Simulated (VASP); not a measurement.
# MgS (I4/mmm) in VASP: notebook

The runs below take MgS through single point, with PBEsol.

All numbers are computed with VASP 6.6.1; they aren't measurements. Logs are shortened: lines on timing, memory, paths and dates and some standing lists are left out, and cuts for length are marked.

## Step 1: The cell of the first run

The structure is tetragonal, space group I4/mmm (No. 139). Conventional cell: a = 3.734 Å, b = 3.734 Å, c = 5.047 Å, α = 90.00°, β = 90.00°, γ = 90.00°. Within 3.3 Å of Mg (site symmetry 4/mmm) lie 6 S at 2.52 to 2.64 Å. S (site symmetry 4/mmm) has 6 Mg at 2.52 to 2.64 Å within 3.3 Å.

## Step 2: Single point, PBEsol (strain +0.015 along x and y, -0.030 along z)

The input, INCAR:

```
SYSTEM = MgS
PREC     = Accurate       ! precision mode
ENCUT    = 520            ! plane-wave cutoff, eV
EDIFF    = 1E-6           ! SCF threshold, eV
ISMEAR   = 0              ! smearing method
SIGMA    = 0.05           ! smearing width, eV
LREAL    = .FALSE.        ! projectors in reciprocal space
LASPH    = .TRUE.         ! aspherical terms in the spheres
NELM     = 100            ! most SCF steps
ALGO     = Normal         ! electronic algorithm
ISIF     = 2              ! what is computed and relaxed
LWAVE    = .FALSE.        ! write WAVECAR
LCHARG   = .FALSE.        ! write CHGCAR
GGA      = PS             ! functional
NBANDS   = 11             ! bands
```

The input, KPOINTS:

```
Automatic mesh
0
G
  8 8 8
  0 0 0
```

The input, POSCAR:

```
MgS
1.0
    0.0000000000      2.6406747500      2.5236005000
    2.6406747500      0.0000000000      2.5236005000
    2.6406747500      2.6406747500      0.0000000000
Mg S
1 1
Direct
    0.0000000000      0.0000000000      0.0000000000
    0.5000000000      0.5000000000      0.5000000000
```

Potentials or basis: VASP PAW PBE potentials, release 64 (Mg, S).

Run with:

```sh
$ cat potpaw_PBE.64/Mg/POTCAR potpaw_PBE.64/S/POTCAR > POTCAR
$ mpirun -np 1 vasp_std > vasp.out
```

OUTCAR:

```text
SYSTEM = MgS
   PREC = Accurate
   ENCUT = 520
   EDIFF = 1E-6
   ISMEAR = 0
   LREAL = .FALSE.
   LASPH = .TRUE.
   NELM = 100
   ISIF = 2
   GGA = PS

 ion  position               nearest neighbor table
   1  0.000  0.000  0.000-   2 2.52   2 2.52   2 2.64   2 2.64   2 2.64   2 2.64
   2  0.500  0.500  0.500-   1 2.52   1 2.52   1 2.64   1 2.64   1 2.64   1 2.64

  LATTYP: Found a body centered tetragonal cell.
 ALAT       =     3.7344780453
 C/A-ratio  =     1.3515144389

  Lattice vectors:

 A1 = (   0.0000000000,  -2.6406747500,  -2.5236005000)
 A2 = (   0.0000000000,   2.6406747500,  -2.5236005000)
 A3 = (   2.6406747500,   0.0000000000,   2.5236005000)

Analysis of symmetry for initial positions (statically):
=====================================================================
 Subroutine PRICEL returns:
 Original cell was already a primitive cell.

 Routine SETGRP: Setting up the symmetry group for a
 body centered tetragonal supercell.

 Subroutine GETGRP returns: Found 16 space group operations
 (whereof 16 operations were pure point group operations)
 out of a pool of 16 trial point group operations.

The static configuration has the point symmetry D_4h.

Analysis of symmetry for dynamics (positions and initial velocities):
=====================================================================
 Subroutine PRICEL returns:
 Original cell was already a primitive cell.

 Routine SETGRP: Setting up the symmetry group for a
 body centered tetragonal supercell.

 Subroutine GETGRP returns: Found 16 space group operations
 (whereof 16 operations were pure point group operations)
 out of a pool of 16 trial point group operations.

The dynamic configuration has the point symmetry D_4h.

 Subroutine INISYM returns: Found 16 space group operations
 (whereof 16 operations are pure point group operations),
 and found     1 'primitive' translations

----------------------------------------------------------------------------------------

                                     Primitive cell

  volume of cell :      35.1950

  direct lattice vectors                    reciprocal lattice vectors
     0.000000000  2.640674750  2.523600500    -0.189345545  0.189345545  0.198129617
     2.640674750  0.000000000  2.523600500     0.189345545 -0.189345545  0.198129617
     2.640674750  2.640674750  0.000000000     0.189345545  0.189345545 -0.198129617

  length of vectors
     3.652632286  3.652632286  3.734478045     0.333104812  0.333104812  0.333104812

  position of ions in fractional coordinates (direct lattice)
     0.000000000  0.000000000  0.000000000
     0.500000000  0.500000000  0.500000000

  ion indices of the primitive-cell ions
   primitive index   ion index
                 1           1
                 2           2

----------------------------------------------------------------------------------------

 KPOINTS: Automatic mesh

Automatic generation of k-mesh.
 Grid dimensions read from file:
 generate k-points for:    8    8    8

 Generating k-lattice:

  Cartesian coordinates                     Fractional coordinates (reciprocal lattice)
    -0.023668193  0.023668193  0.024766202     0.125000000  0.000000000  0.000000000
     0.023668193 -0.023668193  0.024766202     0.000000000  0.125000000  0.000000000
     0.023668193  0.023668193 -0.024766202    -0.000000000 -0.000000000  0.125000000

  Length of vectors
     0.041638102  0.041638102  0.041638102

  Shift w.r.t. Gamma in fractional coordinates (k-lattice)
     0.000000000  0.000000000  0.000000000

 Subroutine IBZKPT returns following result:
 ===========================================

 Found     59 irreducible k-points:

 Following reciprocal coordinates:
            Coordinates               Weight
  0.000000  0.000000  0.000000      1.000000
  0.125000  0.000000  0.000000      8.000000
  0.250000  0.000000  0.000000      8.000000
  0.375000  0.000000  0.000000      8.000000
  0.500000  0.000000  0.000000      4.000000
  0.125000  0.125000  0.000000      2.000000
[... 16 lines left out ...]
  0.250000  0.000000  0.125000     16.000000
  0.375000  0.000000  0.125000     16.000000
 [... further k-points ...]
   k-points           NKPTS =     59   k-points in BZ     NKDIM =     59   number of bands    NBANDS=     11
   number of dos      NEDOS =    301   number of ions     NIONS =      2
   total plane-waves  NPLWV =  21952
   dimension x,y,z NGX =    28 NGY =   28 NGZ =   28
   dimension x,y,z NGXF=    56 NGYF=   56 NGZF=   56
   ions per type =               1   1
   NGX,Y,Z   is equivalent  to a cutoff of  12.74, 12.74, 12.46 a.u.
   NGXF,Y,Z  is equivalent  to a cutoff of  25.49, 25.49, 24.93 a.u.
 SYSTEM =  MgS
   PREC   = accura    normal or accurate (medium, high low for compatibility)
   ISTART =      0    job   : 0-new  1-cont  2-samecut
   ICHARG =      2    charge: 1-file 2-atom 10-const
   ISPIN  =      1    spin polarized calculation?
   LNONCOLLINEAR =      F non collinear calculations
   LSORBIT =      F    spin-orbit coupling
   LASPH  =      T    aspherical Exc in radial PAW
   ENCUT  =  520.0 eV  38.22 Ry    6.18 a.u.   6.79  6.79  6.94*2*pi/ulx,y,z
   NELM   =    100;   NELMIN=  2; NELMDL= -5     # of ELM steps
   EDIFF  = 0.1E-05   stopping-criterion for ELM
   LREAL  =      F    real-space projection
   EDIFFG = 0.1E-04   stopping-criterion for IOM
   NSW    =      0    number of steps for IOM
   IBRION =     -1    ionic relax: 0-MD 1-quasi-New 2-CG
   NFREE  =      0    steps in history (QN), initial steepest desc. (CG)
   ISIF   =      2    stress and relaxation
   ISYM   =      2    0-nonsym 1-usesym 2-fastsym
   POTIM  = 0.5000    time-step for ionic-motion
   TEBEG  =    0.0;   TEEND  =   0.0 temperature during run
   PSTRESS=    0.0 pullay stress
   NELECT =       8.0000    total number of electrons
   NUPDOWN=      -1.0000    fix difference up-down
   EMIN   =  10.00;   EMAX   =-10.00  energy-range for DOS
   EFERMI =   0.00;   METHOD = LEGACY
   ISMEAR =     0;   SIGMA  =   0.05  broadening in eV -4-tet -1-fermi 0-gaus
   EFERMI_NEDOS =   21; number of points for ismear=-14 and -15
   IALGO  =     38    algorithm
   IMIX   =      4    mixing-type and parameters
     AMIX     =   0.40;   BMIX     =  1.00
     AMIX_MAG =   1.60;   BMIX_MAG =  1.00
  volume/ion in A,a.u.               =      17.60       118.75
  Fermi-wavevector in a.u.,A,eV,Ry     =   0.999106  1.888036 13.581496  0.998212
  Thomas-Fermi vector in A             =   2.131374
   LORBIT       =      0    0 simple, 1 ext, 2 COOP (PROOUT), +10 PAW based schemes
   GGA     = PS    functional components
   LHFCALC =     F    Hartree Fock is set to
   AEXX    =    0.0000 exact exchange contribution
   IVDW    =     0    specifies the selected vdW correction
   LEPSILON=     F    determine dielectric tensor
   LRPA    =     F    only Hartree local field effects (RPA)
 non-spin polarized calculation
 Gauss-broadening in eV      SIGMA  =   0.05
  energy-cutoff  :      520.00
  volume of cell :       35.19
 maximum number of plane-waves:       958
   NGX = 13   NGY = 13   NGZ = 13

 number of electron       7.9999999 magnetization

 Free energy of the ion-electron system (eV)
  ---------------------------------------------------
  ext. energy  EPLUGINS =         0.00000000
  ---------------------------------------------------
  free energy    TOTEN  =        -9.05700551 eV

  energy without entropy =       -9.05700551  energy(sigma->0) =       -9.05700551

 E-fermi :   3.9893     XC(G=0):  -9.8366

 val. band max:        3.7466762742   @ k =   0.0000   0.0000   0.0000
 cond. band min:       6.2557525095   @ k =   0.5000   0.5000   0.0000
 fundamental gap:      2.5090762353
 Fermi energy:         3.9893312521

 k-point     1 :       0.0000    0.0000    0.0000
  band No.  band energies     occupation
      1      -9.0121      2.00000
      2       3.5333      2.00000
      3       3.7467      2.00000
      4       3.7467      2.00000
      5       7.2764      0.00000
      6      11.3907      0.00000
      7      11.3907      0.00000
      8      11.8577      0.00000
      9      13.6735      0.00000
     10      14.2898      0.00000
     11      15.9969      0.00000

 k-point     2 :       0.1250    0.0000    0.0000
  band No.  band energies     occupation
      1      -8.8591      2.00000
      2       2.5938      2.00000
      3       3.5372      2.00000
      4       3.6185      2.00000
      5       8.0859      0.00000
      6      11.1917      0.00000
      7      11.6109      0.00000
      8      11.9791      0.00000
      9      13.1139      0.00000
     10      13.5606      0.00000
     11      16.2333      0.00000

 k-point     3 :       0.2500    0.0000    0.0000
  band No.  band energies     occupation
      1      -8.4445      2.00000
      2       0.8219      2.00000
      3       3.3430      2.00000
      4       3.3535      2.00000
      5       8.5041      0.00000
      6      11.1533      0.00000
      7      11.6620      0.00000
      8      11.9278      0.00000
      9      13.8853      0.00000
     10      13.9227      0.00000
     11      15.5006      0.00000

 k-point     4 :       0.3750    0.0000    0.0000
  band No.  band energies     occupation
      1      -7.9369      2.00000
      2      -0.6359      2.00000
      3       3.1037      2.00000
      4       3.1951      2.00000
      5       8.2042      0.00000
      6      10.5041      0.00000
      7      11.0478      0.00000
      8      13.3965      0.00000
      9      15.1032      0.00000
     10      15.8350      0.00000
     11      15.9627      0.00000
[... 239 lines left out ...]
 k-point    22 :       0.1250    0.0000    0.1250
  band No.  band energies     occupation
      1      -8.8164      2.00000
      2       2.7079      2.00000
      3       3.2042      2.00000
      4       3.4633      2.00000
      5       8.4305      0.00000
      6      10.4889      0.00000
      7      11.9409      0.00000
      8      12.1464      0.00000
      9      12.4138      0.00000
     10      14.3705      0.00000
     11      16.9216      0.00000

 k-point    23 :       0.2500    0.0000    0.1250
  band No.  band energies     occupation
      1      -8.4964      2.00000
      2       1.3626      2.00000
      3       3.0004      2.00000
      4       3.1700      2.00000
      5       9.0778      0.00000
      6      10.3801      0.00000
      7      10.8595      0.00000
      8      12.5047      0.00000
      9      13.4127      0.00000
     10      14.7008      0.00000
     11      16.9673      0.00000

 k-point    24 :       0.3750    0.0000    0.1250
  band No.  band energies     occupation
      1      -8.0147      2.00000
      2      -0.0979      2.00000
      3       2.7056      2.00000
      4       2.9082      2.00000
      5       8.8682      0.00000
      6      10.0929      0.00000
      7      11.7685      0.00000
      8      11.9829      0.00000
      9      15.0517      0.00000
     10      16.3764      0.00000
     11      16.5032      0.00000

 [... further k-points ...]
[... 5 lines left out ...]
  --------------------------------------------------------------------------------------
  -------------------------------------------------------------------------------------
  Total       -0.5401733     -0.5401733      0.5793151      0.0000000     -0.0000000      0.0000000
  in kB      -24.5902704    -24.5902704     26.3721163      0.0000000     -0.0000000      0.0000000
  external PRESSURE =      -7.6028081 kB  Pullay stress =       0.0000000 kB

 VOLUME and BASIS-vectors are now :
 -----------------------------------------------------------------------------
  energy-cutoff  :      520.00
  volume of cell :       35.19
      direct lattice vectors                 reciprocal lattice vectors
     0.000000000  2.640674750  2.523600500    -0.189345545  0.189345545  0.198129617
     2.640674750  0.000000000  2.523600500     0.189345545 -0.189345545  0.198129617
     2.640674750  2.640674750  0.000000000     0.189345545  0.189345545 -0.198129617

 POSITION                                       TOTAL-FORCE (eV/Angst)
 -----------------------------------------------------------------------------------
      0.00000      0.00000      0.00000         0.000000      0.000000     -0.000000
      2.64067      2.64067      2.52360        -0.000000     -0.000000      0.000000
 -----------------------------------------------------------------------------------
    total drift:                                0.000000      0.000000      0.000000

  FREE ENERGIE OF THE ION-ELECTRON SYSTEM (eV)
  ---------------------------------------------------
  free  energy   TOTEN  =        -9.0570055074 eV

  energy  without entropy=       -9.0570055074  energy(sigma->0) =       -9.05700551
```

It took 14 s on 1 thread of AMD EPYC 7R13, shared host; peak memory 0.17 GiB.

What came out:

| Quantity | Value |
| --- | --- |
| Free energy | -9.0570 eV |
| Pressure | -0.8 GPa |
| Band gap on the k mesh | 2.51 eV, indirect (least direct gap 3.53 eV) |

Levels at points of the mesh, in eV from the valence-band top:
```tsv
k point	band 1	band 2	band 3	band 4	band 5	band 6	band 7	band 8	band 9
(0.00, 0.00, 0.00)	-12.76	-0.21	0.00	0.00	3.53	7.64	7.64	8.11	9.93
(0.50, 0.00, 0.00)	-11.43	-4.97	-0.73	-0.61	4.31	6.52	7.06	10.02	11.90
(0.50, 0.50, 0.00)	-10.94	-4.29	-1.91	-1.91	2.51	4.06	12.11	12.85	13.02
(0.50, 0.00, 0.50)	-11.11	-4.35	-1.90	-1.51	2.73	4.24	11.64	12.67	12.69
```

Caveat: the cell differs from its parent crystal (strain +0.015 along x and y, -0.030 along z); the PAW data sets were made with another functional, which shifts forces and pressure a little.

[end of part 1 of 2]
